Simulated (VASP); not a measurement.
# MgS (a.bA) (Fm-3m) in VASP: further runs, part 2 of 2

VASP 6.6.1.

**4. Single point, PBEsol**

This run uses another cell than the first one, of 17.39 Å³/atom, 0.995 times its volume.

File INCAR:

```
ALGO = Normal
EDIFF = 1E-6
ENCUT = 600
GGA = PS
GGA_COMPAT = F
ISIF = 2
ISMEAR = 0
LASPH = T
LCHARG = T
LELF = T
LREAL = F
LVHAR = T
LWAVE = F
NBANDS = 11
NELM = 120
PREC = Accurate
SIGMA = 0.02
```

File KPOINTS:

```
k-points
0
Gamma
  8 8 8
```

File POSCAR:

```
MgS
1.0
    0.0000000000      2.5909111768      2.5909111768
    2.5909111768      0.0000000000      2.5909111768
    2.5909111768      2.5909111768      0.0000000000
Mg S
1 1
Direct
    0.0000000000      0.0000000000      0.0000000000
    0.5000000000      0.5000000000      0.5000000000
```

Potentials or basis: VASP PAW PBE potentials, release 64 (Mg, S).

Command:

```sh
$ cat potpaw_PBE.64/Mg/POTCAR potpaw_PBE.64/S/POTCAR > POTCAR
$ mpirun -np 1 vasp_std > vasp.out
```

OUTCAR:

```text
EDIFF = 1E-6
   ENCUT = 600
   GGA = PS
   ISIF = 2
   ISMEAR = 0
   LASPH = T
   LREAL = F
   NELM = 120
   PREC = Accurate

 ion  position               nearest neighbor table
   1  0.000  0.000  0.000-   2 2.59   2 2.59   2 2.59   2 2.59   2 2.59   2 2.59
   2  0.500  0.500  0.500-   1 2.59   1 2.59   1 2.59   1 2.59   1 2.59   1 2.59

  LATTYP: Found a face centered cubic cell.
 ALAT       =     5.1818223536

  Lattice vectors:

 A1 = (   0.0000000000,   2.5909111768,   2.5909111768)
 A2 = (   2.5909111768,   0.0000000000,   2.5909111768)
 A3 = (   2.5909111768,   2.5909111768,   0.0000000000)

Analysis of symmetry for initial positions (statically):
=====================================================================
 Subroutine PRICEL returns:
 Original cell was already a primitive cell.

 Routine SETGRP: Setting up the symmetry group for a
 face centered cubic supercell.

 Subroutine GETGRP returns: Found 48 space group operations
 (whereof 48 operations were pure point group operations)
 out of a pool of 48 trial point group operations.

The static configuration has the point symmetry O_h .

Analysis of symmetry for dynamics (positions and initial velocities):
=====================================================================
 Subroutine PRICEL returns:
 Original cell was already a primitive cell.

 Routine SETGRP: Setting up the symmetry group for a
 face centered cubic supercell.

 Subroutine GETGRP returns: Found 48 space group operations
 (whereof 48 operations were pure point group operations)
 out of a pool of 48 trial point group operations.

The dynamic configuration has the point symmetry O_h .

 Subroutine INISYM returns: Found 48 space group operations
 (whereof 48 operations are pure point group operations),
 and found     1 'primitive' translations

----------------------------------------------------------------------------------------

                                     Primitive cell

  volume of cell :      34.7846

  direct lattice vectors                    reciprocal lattice vectors
     0.000000000  2.590911177  2.590911177    -0.192982301  0.192982301  0.192982301
     2.590911177  0.000000000  2.590911177     0.192982301 -0.192982301  0.192982301
     2.590911177  2.590911177  0.000000000     0.192982301  0.192982301 -0.192982301

  length of vectors
     3.664101725  3.664101725  3.664101725     0.334255150  0.334255150  0.334255150

  position of ions in fractional coordinates (direct lattice)
     0.000000000  0.000000000  0.000000000
     0.500000000  0.500000000  0.500000000

  ion indices of the primitive-cell ions
   primitive index   ion index
                 1           1
                 2           2

----------------------------------------------------------------------------------------

 KPOINTS: k-points

Automatic generation of k-mesh.
 Grid dimensions read from file:
 generate k-points for:    8    8    8

 Generating k-lattice:

  Cartesian coordinates                     Fractional coordinates (reciprocal lattice)
    -0.024122788  0.024122788  0.024122788     0.125000000  0.000000000  0.000000000
[... 21 lines left out ...]
  0.125000  0.125000  0.000000      6.000000
[... 16 lines left out ...]
  0.500000  0.250000  0.125000     48.000000
 -0.375000  0.250000  0.125000     24.000000
 [... further k-points ...]
   k-points           NKPTS =     29   k-points in BZ     NKDIM =     29   number of bands    NBANDS=     11
   number of dos      NEDOS =    301   number of ions     NIONS =      2
   total plane-waves  NPLWV =  27000
   dimension x,y,z NGX =    30 NGY =   30 NGZ =   30
   dimension x,y,z NGXF=    60 NGYF=   60 NGZF=   60
   ions per type =               1   1
   NGX,Y,Z   is equivalent  to a cutoff of  13.61, 13.61, 13.61 a.u.
   NGXF,Y,Z  is equivalent  to a cutoff of  27.22, 27.22, 27.22 a.u.
 SYSTEM =  unknown system
   PREC   = accura    normal or accurate (medium, high low for compatibility)
   ISTART =      0    job   : 0-new  1-cont  2-samecut
   ICHARG =      2    charge: 1-file 2-atom 10-const
   ISPIN  =      1    spin polarized calculation?
   LNONCOLLINEAR =      F non collinear calculations
   LSORBIT =      F    spin-orbit coupling
   LASPH  =      T    aspherical Exc in radial PAW
   ENCUT  =  600.0 eV  44.10 Ry    6.64 a.u.   7.32  7.32  7.32*2*pi/ulx,y,z
   NELM   =    120;   NELMIN=  2; NELMDL= -5     # of ELM steps
   EDIFF  = 0.1E-05   stopping-criterion for ELM
   LREAL  =      F    real-space projection
   EDIFFG = 0.1E-04   stopping-criterion for IOM
   NSW    =      0    number of steps for IOM
   IBRION =     -1    ionic relax: 0-MD 1-quasi-New 2-CG
   NFREE  =      0    steps in history (QN), initial steepest desc. (CG)
   ISIF   =      2    stress and relaxation
   ISYM   =      2    0-nonsym 1-usesym 2-fastsym
   POTIM  = 0.5000    time-step for ionic-motion
   TEBEG  =    0.0;   TEEND  =   0.0 temperature during run
   PSTRESS=    0.0 pullay stress
   NELECT =       8.0000    total number of electrons
   NUPDOWN=      -1.0000    fix difference up-down
   EMIN   =  10.00;   EMAX   =-10.00  energy-range for DOS
   EFERMI =   0.00;   METHOD = LEGACY
   ISMEAR =     0;   SIGMA  =   0.02  broadening in eV -4-tet -1-fermi 0-gaus
   EFERMI_NEDOS =   21; number of points for ismear=-14 and -15
   IALGO  =     38    algorithm
   IMIX   =      4    mixing-type and parameters
     AMIX     =   0.40;   BMIX     =  1.00
     AMIX_MAG =   1.60;   BMIX_MAG =  1.00
  volume/ion in A,a.u.               =      17.39       117.37
  Fermi-wavevector in a.u.,A,eV,Ry     =   1.003019  1.895430 13.688090  1.006046
  Thomas-Fermi vector in A             =   2.135543
   LORBIT       =      0    0 simple, 1 ext, 2 COOP (PROOUT), +10 PAW based schemes
   GGA     = PS    functional components
   LHFCALC =     F    Hartree Fock is set to
   AEXX    =    0.0000 exact exchange contribution
   IVDW    =     0    specifies the selected vdW correction
   LEPSILON=     F    determine dielectric tensor
   LRPA    =     F    only Hartree local field effects (RPA)
 non-spin polarized calculation
 Gauss-broadening in eV      SIGMA  =   0.02
  energy-cutoff  :      600.00
  volume of cell :       34.78
 maximum number of plane-waves:      1211
 NGX is ok and might be reduce to    30
   NGX = 15   NGY = 15   NGZ = 15

 number of electron       8.0000000 magnetization

 Free energy of the ion-electron system (eV)
  ---------------------------------------------------
  ext. energy  EPLUGINS =         0.00000000
  ---------------------------------------------------
  free energy    TOTEN  =        -9.07550680 eV

  energy without entropy =       -9.07550680  energy(sigma->0) =       -9.07550680

 E-fermi :   3.9555     XC(G=0):  -9.8881

 val. band max:        3.7869709436   @ k =   0.0000   0.0000   0.0000
 cond. band min:       6.5165410000   @ k =   0.5000   0.5000   0.0000
 fundamental gap:      2.7295700564
 Fermi energy:         3.9555118174

 k-point     1 :       0.0000    0.0000    0.0000
  band No.  band energies     occupation
      1      -8.9679      2.00000
      2       3.7870      2.00000
      3       3.7870      2.00000
      4       3.7870      2.00000
      5       7.4775      0.00000
      6      11.6326      0.00000
      7      11.6326      0.00000
      8      11.6326      0.00000
      9      14.1115      0.00000
     10      14.1115      0.00000
     11      16.1123      0.00000
[... 309 lines left out ...]
 k-point    24 :      -0.3750    0.2500    0.1250
  band No.  band energies     occupation
      1      -7.4053      2.00000
      2      -0.6402      2.00000
      3       1.5718      2.00000
      4       2.5946      2.00000
      5       9.3192      0.00000
      6       9.8018      0.00000
      7      12.1722      0.00000
      8      13.1778      0.00000
      9      16.0024      0.00000
     10      17.1068      0.00000
     11      19.2805      0.00000

 [... further k-points ...]

------------------------ aborting loop because EDIFF is reached ----------------------------------------

  FORCE on cell =-STRESS in cart. coord.  units (eV):
  Direction    XX          YY          ZZ          XY          YZ          ZX
  --------------------------------------------------------------------------------------
  -------------------------------------------------------------------------------------
  Total       -0.0397264     -0.0397264     -0.0397264      0.0000000     -0.0000000      0.0000000
  in kB       -1.8297956     -1.8297956     -1.8297956      0.0000000     -0.0000000      0.0000000
  external PRESSURE =      -1.8297956 kB  Pullay stress =       0.0000000 kB

 VOLUME and BASIS-vectors are now :
 -----------------------------------------------------------------------------
  energy-cutoff  :      600.00
  volume of cell :       34.78
      direct lattice vectors                 reciprocal lattice vectors
     0.000000000  2.590911177  2.590911177    -0.192982301  0.192982301  0.192982301
     2.590911177  0.000000000  2.590911177     0.192982301 -0.192982301  0.192982301
     2.590911177  2.590911177  0.000000000     0.192982301  0.192982301 -0.192982301

 POSITION                                       TOTAL-FORCE (eV/Angst)
 -----------------------------------------------------------------------------------
      0.00000      0.00000      0.00000         0.000000      0.000000      0.000000
      2.59091      2.59091      2.59091        -0.000000     -0.000000     -0.000000
 -----------------------------------------------------------------------------------
    total drift:                               -0.000000     -0.000000      0.000000

  FREE ENERGIE OF THE ION-ELECTRON SYSTEM (eV)
  ---------------------------------------------------
  free  energy   TOTEN  =        -9.0755067965 eV

  energy  without entropy=       -9.0755067965  energy(sigma->0) =       -9.07550680
```

OSZICAR:

```text
N       E                     dE             d eps       ncg     rms          rms(c)
DAV:   1     0.228425824481E+02    0.22843E+02   -0.38253E+03   654   0.666E+02
DAV:   2    -0.792572831025E+01   -0.30768E+02   -0.29247E+02   805   0.102E+02
DAV:   3    -0.943240805664E+01   -0.15067E+01   -0.15035E+01   794   0.241E+01
DAV:   4    -0.944218107538E+01   -0.97730E-02   -0.97722E-02   721   0.218E+00
DAV:   5    -0.944226440845E+01   -0.83333E-04   -0.83333E-04   842   0.212E-01    0.416E+00
DAV:   6    -0.911901936310E+01    0.32325E+00   -0.67834E-01   716   0.321E+00    0.314E+00
DAV:   7    -0.907831004964E+01    0.40709E-01   -0.18601E-01   761   0.182E+00    0.194E+00
DAV:   8    -0.907574521291E+01    0.25648E-02   -0.10529E-02   686   0.587E-01    0.748E-01
DAV:   9    -0.907551598370E+01    0.22923E-03   -0.54186E-04   740   0.129E-01    0.313E-01
DAV:  10    -0.907550759864E+01    0.83851E-05   -0.17221E-04   742   0.582E-02    0.251E-02
DAV:  11    -0.907550679646E+01    0.80218E-06   -0.34372E-06   719   0.998E-03
   1 F= -.90755068E+01 E0= -.90755068E+01  d E =-.952398E-35
```

Wall time 15 s (1 thread of Intel Xeon 6975P-C, shared host); peak memory 0.17 GiB.

Results:

```yaml
Free_energy: -9.0755 eV
Pressure: -0.2 GPa
Band_gap_on_the_k_mesh: 2.73 eV, indirect (least direct gap 3.69 eV)
```

Caveat: the PAW data sets were made with another functional, which shifts forces and pressure a little.

**5. Relaxation of cell and atoms, PBEsol**

File INCAR:

```
PREC     = Accurate       # precision mode
ENCUT    = 600            # plane-wave cutoff, eV
EDIFF    = 1E-7           # SCF threshold, eV
ISMEAR   = 0              # smearing method
SIGMA    = 0.02           # smearing width, eV
LREAL    = False          # projectors in reciprocal space
LASPH    = True           # aspherical terms in the spheres
NELM     = 120            # most SCF steps
ALGO     = Normal         # electronic algorithm
ISIF     = 3              # what is computed and relaxed
LWAVE    = False          # write WAVECAR
LCHARG   = False          # write CHGCAR
GGA      = PS             # functional
IBRION   = 2              # ionic algorithm
NSW      = 100            # ionic steps
EDIFFG   = -0.002         # ionic threshold
GGA_COMPAT= False        
NELMIN   = 4
```

File KPOINTS:

```
Automatic mesh
0
Gamma
  8 8 8
```

File POSCAR:

```
MgS
1.0
    0.0000000000      2.5950000000      2.5950000000
    2.5950000000      0.0000000000      2.5950000000
    2.5950000000      2.5950000000      0.0000000000
Mg S
1 1
Direct
    0.0000000000      0.0000000000      0.0000000000
    0.5000000000      0.5000000000      0.5000000000
```

Potentials or basis: VASP PAW PBE potentials, release 64 (Mg, S).

Command:

```sh
$ cat potpaw_PBE.64/Mg/POTCAR potpaw_PBE.64/S/POTCAR > POTCAR
$ mpirun -np 1 vasp_std > vasp.out
```

OUTCAR:

```text
PREC = Accurate
   ENCUT = 600
   EDIFF = 1E-7
   ISMEAR = 0
   LREAL = False
   LASPH = True
   NELM = 120
   ISIF = 3
   GGA = PS
   IBRION = 2
   NSW = 100
   EDIFFG = -0.002
   NELMIN = 4

 ion  position               nearest neighbor table
   1  0.000  0.000  0.000-   2 2.60   2 2.60   2 2.60   2 2.60   2 2.60   2 2.60
   2  0.500  0.500  0.500-   1 2.60   1 2.60   1 2.60   1 2.60   1 2.60   1 2.60

  LATTYP: Found a face centered cubic cell.
 ALAT       =     5.1900000000

  Lattice vectors:

 A1 = (   0.0000000000,   2.5950000000,   2.5950000000)
 A2 = (   2.5950000000,   0.0000000000,   2.5950000000)
 A3 = (   2.5950000000,   2.5950000000,   0.0000000000)

Analysis of symmetry for initial positions (statically):
=====================================================================
 Subroutine PRICEL returns:
 Original cell was already a primitive cell.

 Routine SETGRP: Setting up the symmetry group for a
 face centered cubic supercell.

 Subroutine GETGRP returns: Found 48 space group operations
 (whereof 48 operations were pure point group operations)
 out of a pool of 48 trial point group operations.

The static configuration has the point symmetry O_h .

[... 171 lines left out ...]
  in kB       -5.2935626     -5.2935626     -5.2935626      0.0000000      0.0000000      0.0000000
  external PRESSURE =      -5.2935626 kB  Pullay stress =       0.0000000 kB
[... 59 lines left out ...]
--------------------------------------- Ionic step        3  -------------------------------------------

 number of electron       8.0000000 magnetization

 Free energy of the ion-electron system (eV)
  ---------------------------------------------------
  ext. energy  EPLUGINS =         0.00000000
  ---------------------------------------------------
  free energy    TOTEN  =        -9.07555479 eV

  energy without entropy =       -9.07555479  energy(sigma->0) =       -9.07555479

 E-fermi :   3.9586     XC(G=0):  -9.8967

 val. band max:        3.8055194729   @ k =   0.0000   0.0000   0.0000
 cond. band min:       6.5396849996   @ k =   0.5000   0.5000   0.0000
 fundamental gap:      2.7341655267
 Fermi energy:         3.9586441559

 k-point     1 :       0.0000    0.0000    0.0000
  band No.  band energies     occupation
      1      -8.9615      2.00000
      2       3.8055      2.00000
      3       3.8055      2.00000
      4       3.8055      2.00000
      5       7.5129      0.00000
      6      11.6501      0.00000
      7      11.6501      0.00000
      8      11.6501      0.00000
[... 243 lines left out ...]
 k-point    24 :      -0.3750    0.2500    0.1250
  band No.  band energies     occupation
      1      -7.3926      2.00000
      2      -0.6319      2.00000
      3       1.5841      2.00000
      4       2.6093      2.00000
      5       9.3429      0.00000
      6       9.8251      0.00000
      7      12.1977      0.00000
      8      13.2068      0.00000

 [... further k-points ...]

------------------------ aborting loop because EDIFF is reached ----------------------------------------

  FORCE on cell =-STRESS in cart. coord.  units (eV):
  Direction    XX          YY          ZZ          XY          YZ          ZX
  --------------------------------------------------------------------------------------
  -------------------------------------------------------------------------------------
  Total        0.0002398      0.0002398      0.0002398      0.0000000      0.0000000     -0.0000000
  in kB        0.0110677      0.0110677      0.0110677      0.0000000      0.0000000     -0.0000000
  external PRESSURE =       0.0110677 kB  Pullay stress =       0.0000000 kB
[... 17 lines left out ...]
  FREE ENERGIE OF THE ION-ELECTRON SYSTEM (eV)
  ---------------------------------------------------
  free  energy   TOTEN  =        -9.0755547876 eV

  energy  without entropy=       -9.0755547876  energy(sigma->0) =       -9.07555479

 reached required accuracy - stopping structural energy minimisation
```

Run time: 26 s. Hardware: 1 thread of Intel Xeon 6975P-C, shared host; peak memory 0.17 GiB.

What came out:

```
Free energy                            : -9.0756 eV
Relaxed volume                         : 17.36 Å³/atom
Relaxed cell                           : a = 3.662 Å, b = 3.662 Å, c = 3.662 Å, α = 60.00°, β = 60.00°, γ = 60.00°
Space group after relaxing (to 0.05 Å) : Fm-3m (No. 225)
Energy gained by relaxing              : 0.2 meV/atom
Ionic steps                            : 3
Pressure after relaxing                : 0.0 GPa
Band gap on the k mesh                 : 2.73 eV, indirect (least direct gap 3.71 eV)
```

Step by step:
| step | energy change (eV) | largest force (eV/Å) | pressure (GPa) | volume (Å³) |
| --- | --- | --- | --- | --- |
| 1 | 0.0000 | 0.0000 | -0.53 | 34.95 |
| 2 | -0.0004 | 0.0000 | 0.13 | 34.66 |
| 3 | -0.0004 | 0.0000 | 0.00 | 34.71 |

Final structure:
```yaml
crystal:
  lattice:
    - [0.00000, 2.58911, 2.58911]
    - [2.58911, 0.00000, 2.58911]
    - [2.58911, 2.58911, 0.00000]
  atoms:
    - { symbol: Mg, position: [0.00000, 0.00000, 0.00000] }
    - { symbol: S, position: [0.50000, 0.50000, 0.50000] }
```

Caveat: the PAW data sets were made with another functional, which shifts forces and pressure a little.

**6. The runs side by side**

| task | cell | k mesh | smearing | gap on the mesh (eV) | pressure (GPa) |
| --- | --- | --- | --- | --- | --- |
| single point | a = 3.670 Å, angles 60.0°, 2 atoms | 6 × 6 × 6 | gaussian 0.1 eV | 2.72 | -0.5 |
| single point | a = 3.664 Å, angles 60.0°, 2 atoms | 8 × 8 × 8 | gaussian 0.02 eV | 2.73 | -0.2 |
| relaxation of cell and atoms | relaxed from a = 3.670 Å, angles 60.0°, 2 atoms | 8 × 8 × 8 | gaussian 0.02 eV | 2.73 | 0.0 |

Alike in all rows: level PBEsol; potentials or basis VASP PAW PBE potentials, release 64 (Mg, S); no spin polarisation; cutoff (eV) 600.

Caveats: the PAW data sets were made with another functional, which shifts forces and pressure a little.

Absolute energies hang on the potentials; compare differences alone.
